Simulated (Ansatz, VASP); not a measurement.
# One calculation of Se, two programs

File POSCAR:

```
Se
1.0
    4.2926573545      0.0000000000      0.0000000000
   -2.1463286772      3.7175503187      0.0000000000
    0.0000000000      0.0000000000      5.0408504812
Se
3
Direct
    0.2284670355      0.0000000000      0.3333333333
    0.0000000000      0.2284670355      0.6666666667
    0.7715329645      0.7715329645      0.0000000000
```

File INCAR.step1:

```
SYSTEM = Se
PREC     = Accurate       ! precision mode
ENCUT    = 520            ! plane-wave cutoff, eV
EDIFF    = 1E-5           ! SCF threshold, eV
ISMEAR   = 0              ! smearing method
SIGMA    = 0.01           ! smearing width, eV
LREAL    = .FALSE.        ! projectors in reciprocal space
LASPH    = .TRUE.         ! aspherical terms in the spheres
NELM     = 100            ! most SCF steps
ALGO     = Normal         ! electronic algorithm
ISIF     = 2              ! what is computed and relaxed
LWAVE    = .TRUE.         ! write WAVECAR
NBANDS   = 16             ! bands
GGA      = PE             ! functional
```

The input INCAR.step2:

```
SYSTEM = Se
PREC     = Accurate       ! precision mode
ENCUT    = 520            ! plane-wave cutoff, eV
EDIFF    = 1E-6           ! SCF threshold, eV
ISMEAR   = 0              ! smearing method
SIGMA    = 0.01           ! smearing width, eV
LREAL    = .FALSE.        ! projectors in reciprocal space
LASPH    = .TRUE.         ! aspherical terms in the spheres
NELM     = 100            ! most SCF steps
ALGO     = Normal         ! electronic algorithm
ISIF     = 2              ! what is computed and relaxed
LWAVE    = .FALSE.        ! write WAVECAR
LCHARG   = .TRUE.         ! write CHGCAR
GGA      = PE             ! functional
LHFCALC  = .TRUE.         ! exact exchange
AEXX     = 0.5            ! exact-exchange fraction
HFSCREEN = 0.2078         ! screening, 1/A
PRECFOCK = Normal       
LELF     = .TRUE.         ! ELF
LVHAR    = .TRUE.       
NBANDS   = 16             ! bands
ISTART   = 1
```

File KPOINTS:

```
regular mesh
0
G
  6 6 2
  0 0 0
```

Input for Ansatz:

```yaml
crystal:
  lattice:
    - [4.2926573545, 0.0, 0.0]
    - [-2.1463286772, 3.7175503187, 0.0]
    - [0.0, 0.0, 5.0408504812]
  atoms:
    - { symbol: Se, position: [0.2284670355, 0.0, 0.3333333333] }
    - { symbol: Se, position: [0.0, 0.2284670355, 0.6666666667] }
    - { symbol: Se, position: [0.7715329645, 0.7715329645, 0.0] }
kpoints:
  mp_grid: { grid: [6, 6, 2] }
hamiltonian:
  xc:
    exchange: pbe
    correlation: pbe
    exx: { coeff: 0.5, omega: 0.2078 }
scf:
  occupations: { method: fixed }
  n_extra_bands: 4
output:
  forces: true
  stress: true
  eigenvalues: true
```

Alike in both runs: task single point; functional PBE-based screened hybrid with a share of 0.5 of exact exchange and HFSCREEN = 0.2078; k mesh 6 × 6 × 2; no spin polarisation.

|  | VASP | Ansatz |
| --- | --- | --- |
| version | VASP 6.6.1 | Ansatz 0.2.0 |
| potentials or method | VASP PAW PBE potentials, release 64 (Se) | plane waves |
| plane-wave cutoff (eV) | 520 | 420 |
| occupations | gaussian, width 0.01 eV | fixed |
| valence electrons in the cell | 18 | 48 |

|  | VASP | Ansatz | Ansatz less VASP |
| --- | --- | --- | --- |
| gap on the k mesh at the Fermi level (eV) | 2.46 | 2.45 | -0.011 |
| pressure (GPa) | -2.2 | -1.6 | +0.61 |
| traceless stress, the component that is largest in VASP (GPa) | -2.52 | -2.07 | +0.448 |
| rms of the force components (eV/Å) | 0.409 | 0.343 | -0.0657 |

VASP's potentials were made for PBE, not for PBE-based screened hybrid. Atom by atom the forces differ by 0.066 eV/Å (rms over components). VASP's potentials hold 18 valence electrons a cell and Ansatz's 48, so a difference there can come from the potentials and not from the codes. Ansatz's warnings: stress exchange threshold loose, stress scf threshold loose.

The k mesh is coarse, so the values compare programs but aren't converged.
